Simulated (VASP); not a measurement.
Wanted: the native input for a VASP 6.6.1 run.

```yaml
Task: single point
Functional: PBEsol
Potentials_or_basis: VASP PAW PBE potentials, release 64 (Ta_pv, Si)
Cutoff: 520 eV
k_mesh: 5 × 5 × 5
Occupations: gaussian, width 0.4 eV
Spin: no spin polarisation
Dipole_correction: no
Further_INCAR_settings: ALGO = Normal; EDIFF = 1e-07; NBANDS = 35
```

The structure of Ta2Si lies in POSCAR:

```
Ta2Si
1.0
   -3.0877629443      3.0877629443      2.5236412193
    3.0877629443     -3.0877629443      2.5236412193
    3.0877629443      3.0877629443     -2.5236412193
Ta Si
4 2
Direct
    0.6635932100      0.8364067900      0.5000000000
    0.8364067900      0.3364067900      0.1728135800
    0.3364067900      0.1635932100      0.5000000000
    0.1635932100      0.6635932100      0.8271864200
    0.2500000000      0.2500000000      0.0000000000
    0.7500000000      0.7500000000      0.0000000000
```

These files were run (other wordings do the same):

INCAR

```
SYSTEM = Ta2Si
ALGO     = Normal         ! electronic algorithm
EDIFF    = 1E-7           ! SCF threshold, eV
ENCUT    = 520            ! plane-wave cutoff, eV
GGA      = PS             ! functional
ISIF     = 2              ! what is computed and relaxed
ISMEAR   = 0              ! smearing method
LASPH    = .TRUE.         ! aspherical terms in the spheres
LCHARG   = .FALSE.        ! write CHGCAR
LREAL    = .FALSE.        ! projectors in reciprocal space
LWAVE    = .FALSE.        ! write WAVECAR
NBANDS   = 35             ! bands
NELM     = 60             ! most SCF steps
PREC     = Accurate       ! precision mode
SIGMA    = 0.4            ! smearing width, eV
```

KPOINTS

```
k-points
0
G
  5 5 5
  0 0 0
```

Potentials or basis: VASP PAW PBE potentials, release 64 (Ta_pv, Si).

Launch:

```console
$ cat potpaw_PBE.64/Ta_pv/POTCAR potpaw_PBE.64/Si/POTCAR > POTCAR
$ mpirun -np 1 vasp_std > vasp.out
```

It gave:

The pressure is -2.7 GPa. The largest force is 0.143 eV/Å and the band gap on the k mesh is zero (bands 26 and 27 overlap by 0.47 eV).

Caveat: so wide a smearing shifts energies and pressures; the PAW data sets were made with another functional, which shifts forces and pressure a little; spin-orbit coupling is left out, which moves the levels of the heavy elements.

Wall time 110 s on 1 thread of Intel Xeon 8259CL, with other jobs on the host, peak memory 0.26 GiB.
